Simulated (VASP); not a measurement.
# Ti (Im-3m) in VASP: a series of runs

Ti is run at these levels: PBEsol; tasks: single point.

Program: VASP 6.6.1. These are calculated values, not measurements. Logs are shortened: lines on timing, memory, paths and dates and some standing lists are left out, and cuts for length are marked.

## Step 1: The cell of the first run

The structure is cubic, space group Im-3m (No. 229). Conventional cell: a = 3.339 Å, b = 3.339 Å, c = 3.339 Å, α = 90.00°, β = 90.00°, γ = 90.00°. Within 3.8 Å of Ti (site symmetry m-3m) lie 14 Ti at 2.89 to 3.34 Å.

## Step 2: Single point, PBEsol

Contents of INCAR:

```
ALGO     = Normal         # electronic algorithm
EDIFF    = 1E-7           # SCF threshold, eV
ENCUT    = 520            # plane-wave cutoff, eV
GGA      = PS             # functional
ISIF     = 2              # what is computed and relaxed
ISMEAR   = -1             # smearing method
LASPH    = T              # aspherical terms in the spheres
LCHARG   = F              # write CHGCAR
LREAL    = F              # projectors in reciprocal space
LWAVE    = F              # write WAVECAR
NBANDS   = 12             # bands
NELM     = 60             # most SCF steps
PREC     = Accurate       # precision mode
SIGMA    = 0.3            # smearing width, eV
```

Contents of KPOINTS:

```
k-points
0
Gamma
  12 12 12
```

Contents of POSCAR:

```
Ti
1.0
   -1.6696695375      1.6696695375      1.6696695375
    1.6696695375     -1.6696695375      1.6696695375
    1.6696695375      1.6696695375     -1.6696695375
Ti
1
Direct
    0.0000000000      0.0000000000      0.0000000000
```

Potentials or basis: VASP PAW PBE potentials, release 64 (Ti_sv).

The run is started by

```
cat potpaw_PBE.64/Ti_sv/POTCAR > POTCAR
mpirun -np 1 vasp_std > vasp.out
```

OUTCAR:

```text
EDIFF = 1E-7
   ENCUT = 520
   GGA = PS
   ISIF = 2
   ISMEAR = -1
   LASPH = T
   LREAL = F
   NELM = 60
   PREC = Accurate

 ion  position               nearest neighbor table
   1  0.000  0.000  0.000-

  LATTYP: Found a body centered cubic cell.
 ALAT       =     3.3393390750

  Lattice vectors:

 A1 = (  -1.6696695375,   1.6696695375,   1.6696695375)
 A2 = (   1.6696695375,  -1.6696695375,   1.6696695375)
 A3 = (   1.6696695375,   1.6696695375,  -1.6696695375)

Analysis of symmetry for initial positions (statically):
=====================================================================
 Subroutine PRICEL returns:
 Original cell was already a primitive cell.

 Routine SETGRP: Setting up the symmetry group for a
 body centered cubic supercell.

 Subroutine GETGRP returns: Found 48 space group operations
 (whereof 48 operations were pure point group operations)
 out of a pool of 48 trial point group operations.

The static configuration has the point symmetry O_h .

Analysis of symmetry for dynamics (positions and initial velocities):
=====================================================================
 Subroutine PRICEL returns:
 Original cell was already a primitive cell.

 Routine SETGRP: Setting up the symmetry group for a
 body centered cubic supercell.

 Subroutine GETGRP returns: Found 48 space group operations
 (whereof 48 operations were pure point group operations)
 out of a pool of 48 trial point group operations.

The dynamic configuration has the point symmetry O_h .

 Subroutine INISYM returns: Found 48 space group operations
 (whereof 48 operations are pure point group operations),
 and found     1 'primitive' translations

----------------------------------------------------------------------------------------

                                     Primitive cell

  volume of cell :      18.6188

  direct lattice vectors                    reciprocal lattice vectors
    -1.669669537  1.669669537  1.669669537     0.000000000  0.299460455  0.299460455
     1.669669537 -1.669669537  1.669669537     0.299460455  0.000000000  0.299460455
     1.669669537  1.669669537 -1.669669537     0.299460455  0.299460455  0.000000000

  length of vectors
     2.891952471  2.891952471  2.891952471     0.423501037  0.423501037  0.423501037

  position of ions in fractional coordinates (direct lattice)
     0.000000000  0.000000000  0.000000000

  ion indices of the primitive-cell ions
   primitive index   ion index
                 1           1

----------------------------------------------------------------------------------------

 KPOINTS: k-points

Automatic generation of k-mesh.
 Grid dimensions read from file:
 generate k-points for:   12   12   12

 Generating k-lattice:

  Cartesian coordinates                     Fractional coordinates (reciprocal lattice)
     0.000000000  0.024955038  0.024955038     0.083333333  0.000000000  0.000000000
     0.024955038  0.000000000  0.024955038     0.000000000  0.083333333  0.000000000
     0.024955038  0.024955038  0.000000000     0.000000000  0.000000000  0.083333333

  Length of vectors
     0.035291753  0.035291753  0.035291753

  Shift w.r.t. Gamma in fractional coordinates (k-lattice)
     0.000000000  0.000000000  0.000000000

 Subroutine IBZKPT returns following result:
 ===========================================

 Found     72 irreducible k-points:

 Following reciprocal coordinates:
            Coordinates               Weight
  0.000000  0.000000  0.000000      1.000000
  0.083333  0.000000  0.000000     12.000000
  0.166667  0.000000  0.000000     12.000000
  0.250000  0.000000  0.000000     12.000000
  0.333333  0.000000  0.000000     12.000000
  0.416667  0.000000  0.000000     12.000000
[... 16 lines left out ...]
  0.333333  0.083333  0.083333     24.000000
  0.416667  0.083333  0.083333     12.000000
 [... further k-points ...]
   k-points           NKPTS =     72   k-points in BZ     NKDIM =     72   number of bands    NBANDS=     12
   number of dos      NEDOS =    301   number of ions     NIONS =      1
   total plane-waves  NPLWV =  13824
   dimension x,y,z NGX =    24 NGY =   24 NGZ =   24
   dimension x,y,z NGXF=    48 NGYF=   48 NGZF=   48
   ions per type =               1
   NGX,Y,Z   is equivalent  to a cutoff of  13.80, 13.80, 13.80 a.u.
   NGXF,Y,Z  is equivalent  to a cutoff of  27.59, 27.59, 27.59 a.u.
 SYSTEM =  unknown system
   PREC   = accura    normal or accurate (medium, high low for compatibility)
   ISTART =      0    job   : 0-new  1-cont  2-samecut
   ICHARG =      2    charge: 1-file 2-atom 10-const
   ISPIN  =      1    spin polarized calculation?
   LNONCOLLINEAR =      F non collinear calculations
   LSORBIT =      F    spin-orbit coupling
   LASPH  =      T    aspherical Exc in radial PAW
   ENCUT  =  520.0 eV  38.22 Ry    6.18 a.u.   5.38  5.38  5.38*2*pi/ulx,y,z
   NELM   =     60;   NELMIN=  2; NELMDL= -5     # of ELM steps
   EDIFF  = 0.1E-06   stopping-criterion for ELM
   LREAL  =      F    real-space projection
   EDIFFG = 0.1E-05   stopping-criterion for IOM
   NSW    =      0    number of steps for IOM
   IBRION =     -1    ionic relax: 0-MD 1-quasi-New 2-CG
   NFREE  =      0    steps in history (QN), initial steepest desc. (CG)
   ISIF   =      2    stress and relaxation
   ISYM   =      2    0-nonsym 1-usesym 2-fastsym
   POTIM  = 0.5000    time-step for ionic-motion
   TEBEG  =    0.0;   TEEND  =   0.0 temperature during run
   PSTRESS=    0.0 pullay stress
   NELECT =      12.0000    total number of electrons
   NUPDOWN=      -1.0000    fix difference up-down
   EMIN   =  10.00;   EMAX   =-10.00  energy-range for DOS
   EFERMI =   0.00;   METHOD = LEGACY
   ISMEAR =    -1;   SIGMA  =   0.30  broadening in eV -4-tet -1-fermi 0-gaus
   EFERMI_NEDOS =   21; number of points for ismear=-14 and -15
   IALGO  =     38    algorithm
   IMIX   =      4    mixing-type and parameters
     AMIX     =   0.40;   BMIX     =  1.00
     AMIX_MAG =   1.60;   BMIX_MAG =  1.00
  volume/ion in A,a.u.               =      18.62       125.65
  Fermi-wavevector in a.u.,A,eV,Ry     =   1.414115  2.672290 27.207859  1.999721
  Thomas-Fermi vector in A             =   2.535691
   LORBIT       =      0    0 simple, 1 ext, 2 COOP (PROOUT), +10 PAW based schemes
   GGA     = PS    functional components
   LHFCALC =     F    Hartree Fock is set to
   AEXX    =    0.0000 exact exchange contribution
   IVDW    =     0    specifies the selected vdW correction
   LEPSILON=     F    determine dielectric tensor
   LRPA    =     F    only Hartree local field effects (RPA)
 non-spin polarized calculation
  energy-cutoff  :      520.00
  volume of cell :       18.62
 maximum number of plane-waves:       531
 NGX is ok and might be reduce to    24
   NGX = 11   NGY = 11   NGZ = 11

 number of electron      12.0000003 magnetization

 Free energy of the ion-electron system (eV)
  ---------------------------------------------------
  ext. energy  EPLUGINS =         0.00000000
  ---------------------------------------------------
  free energy    TOTEN  =        -8.49136345 eV

  energy without entropy =       -7.90192298  energy(sigma->0) =       -8.19664321

 E-fermi :   7.3010     XC(G=0): -11.3003

 val. band max:        7.2798454348   @ k =   0.3333   0.1667   0.0833
 cond. band min:       7.3310081688   @ k =   0.2500   0.1667   0.0000
 fundamental gap:      0.0511627340
 Fermi energy:         7.3010467853

 k-point     1 :       0.0000    0.0000    0.0000
  band No.  band energies     occupation
      1     -49.1271      2.00000
      2     -25.1528      2.00000
      3     -25.1528      2.00000
      4     -25.1528      2.00000
      5       1.4646      2.00000
      6       8.2118      0.09166
      7       8.2118      0.09166
      8       8.2118      0.09166
      9       9.8402      0.00042
     10       9.8402      0.00042
     11      24.1858      0.00000
     12      24.1858      0.00000

 k-point     2 :       0.0833    0.0000    0.0000
  band No.  band energies     occupation
      1     -49.1204      2.00000
      2     -25.1906      2.00000
      3     -25.1647      2.00000
      4     -25.1530      2.00000
      5       1.6870      2.00000
      6       8.1145      0.12458
      7       8.1818      0.10081
      8       8.3696      0.05520
      9       9.7330      0.00060
     10       9.8465      0.00041
     11      23.7511      0.00000
     12      24.1255      0.00000

 k-point     3 :       0.1667    0.0000    0.0000
  band No.  band energies     occupation
      1     -49.1020      2.00000
      2     -25.2929      2.00000
      3     -25.1969      2.00000
      4     -25.1534      2.00000
      5       2.3218      2.00000
      6       7.8596      0.26897
      7       8.0242      0.16476
      8       8.8227      0.01246
      9       9.5686      0.00104
     10       9.8729      0.00038
     11      22.3923      0.00000
     12      23.5900      0.00000
[... 286 lines left out ...]
 k-point    23 :       0.3333    0.0833    0.0833
  band No.  band energies     occupation
      1     -49.0303      2.00000
      2     -25.6363      2.00000
      3     -25.3332      2.00000
      4     -25.1895      2.00000
      5       5.2136      1.99810
      6       6.9036      1.57996
      7       7.4650      0.73330
      8       9.8707      0.00038
      9      10.1188      0.00017
     10      11.6621      0.00000
     11      16.1273      0.00000
     12      19.7389      0.00000

 k-point    24 :       0.4167    0.0833    0.0833
  band No.  band energies     occupation
      1     -49.0242      2.00000
      2     -25.6601      2.00000
      3     -25.3508      2.00000
      4     -25.1904      2.00000
      5       5.3450      1.99706
      6       6.8403      1.64573
      7       7.7542      0.36169
      8       9.9009      0.00034
      9      10.1516      0.00015
     10      12.0396      0.00000
     11      15.2460      0.00000
     12      19.5062      0.00000

 [... further k-points ...]
[... 5 lines left out ...]
  --------------------------------------------------------------------------------------
  -------------------------------------------------------------------------------------
  Total       -0.9753957     -0.9753957     -0.9753957      0.0000000      0.0000000     -0.0000000
  in kB      -83.9343721    -83.9343721    -83.9343721      0.0000000      0.0000000     -0.0000000
  external PRESSURE =     -83.9343721 kB  Pullay stress =       0.0000000 kB

 VOLUME and BASIS-vectors are now :
 -----------------------------------------------------------------------------
  energy-cutoff  :      520.00
  volume of cell :       18.62
      direct lattice vectors                 reciprocal lattice vectors
    -1.669669537  1.669669537  1.669669537     0.000000000  0.299460455  0.299460455
     1.669669537 -1.669669537  1.669669537     0.299460455  0.000000000  0.299460455
     1.669669537  1.669669537 -1.669669537     0.299460455  0.299460455  0.000000000

 POSITION                                       TOTAL-FORCE (eV/Angst)
 -----------------------------------------------------------------------------------
      0.00000      0.00000      0.00000        -0.000000      0.000000      0.000000
 -----------------------------------------------------------------------------------
    total drift:                                0.000000      0.000000      0.000000

  FREE ENERGIE OF THE ION-ELECTRON SYSTEM (eV)
  ---------------------------------------------------
  free  energy   TOTEN  =        -8.4913634485 eV

  energy  without entropy=       -7.9019229782  energy(sigma->0) =       -8.19664321
```

Run time: 11 s. Hardware: 1 thread of Intel Xeon 6975P-C, shared host; peak memory 0.14 GiB.

What came out:

- Free energy: -8.4914 eV
- Pressure: -8.4 GPa
- Band gap on the k mesh: zero (band 6 reaches 8.21 eV, above the bottom of band 7 at 6.70 eV)

Caveat: the PAW data sets were made with another functional, which shifts forces and pressure a little.

## Step 3: Single point, PBEsol

This run uses another cell than the first one, of 19.09 Å³/atom, 1.025 times its volume.

Contents of INCAR:

```
SYSTEM = Ti
ALGO     = Normal         ! electronic algorithm
EDIFF    = 1E-7           ! SCF threshold, eV
ENCUT    = 520            ! plane-wave cutoff, eV
GGA      = PS             ! functional
ISIF     = 2              ! what is computed and relaxed
ISMEAR   = -1             ! smearing method
LASPH    = .TRUE.         ! aspherical terms in the spheres
LCHARG   = .TRUE.         ! write CHGCAR
LELF     = .TRUE.         ! ELF
LREAL    = .FALSE.        ! projectors in reciprocal space
LVHAR    = .TRUE.       
LWAVE    = .FALSE.        ! write WAVECAR
NBANDS   = 12             ! bands
NELM     = 60             ! most SCF steps
PREC     = Accurate       ! precision mode
SIGMA    = 0.3            ! smearing width, eV
```

Contents of KPOINTS:

```
k-points
0
G
  12 12 12
  0 0 0
```

Contents of POSCAR:

```
Ti
1.0
   -1.6836423171      1.6836423171      1.6836423171
    1.6836423171     -1.6836423171      1.6836423171
    1.6836423171      1.6836423171     -1.6836423171
Ti
1
Direct
    0.0000000000      0.0000000000      0.0000000000
```

Potentials or basis: VASP PAW PBE potentials, release 64 (Ti_sv).

The run is started by

```
cat potpaw_PBE.64/Ti_sv/POTCAR > POTCAR
mpirun -np 1 vasp_std > vasp.out
```

Wall time 13 s (1 thread of Intel Xeon 6975P-C, shared host); peak memory 0.14 GiB.

It converged, with:

| Item | Value |
| --- | --- |
| Free energy | -8.4642 eV |
| Pressure | -10.2 GPa |
| Band gap on the k mesh | zero (band 6 reaches 7.95 eV, above the bottom of band 7 at 6.47 eV) |

Levels at points of the mesh, in eV from the Fermi level:
```tsv
k point	band 2	band 3	band 4	band 5	band 6	band 7	band 8	band 9	band 10	band 11
(0.00, 0.00, 0.00)	-32.53	-32.53	-32.53	-5.78	0.89	0.89	0.89	2.46	2.46	16.71
(0.50, 0.00, 0.00)	-33.03	-32.69	-32.53	-2.27	-0.34	0.86	2.43	2.75	3.80	7.77
(0.50, 0.50, 0.50)	-32.88	-32.88	-32.88	-1.83	-1.83	3.49	3.49	3.49	7.59	7.59
```

Caveat: the PAW data sets were made with another functional, which shifts forces and pressure a little.
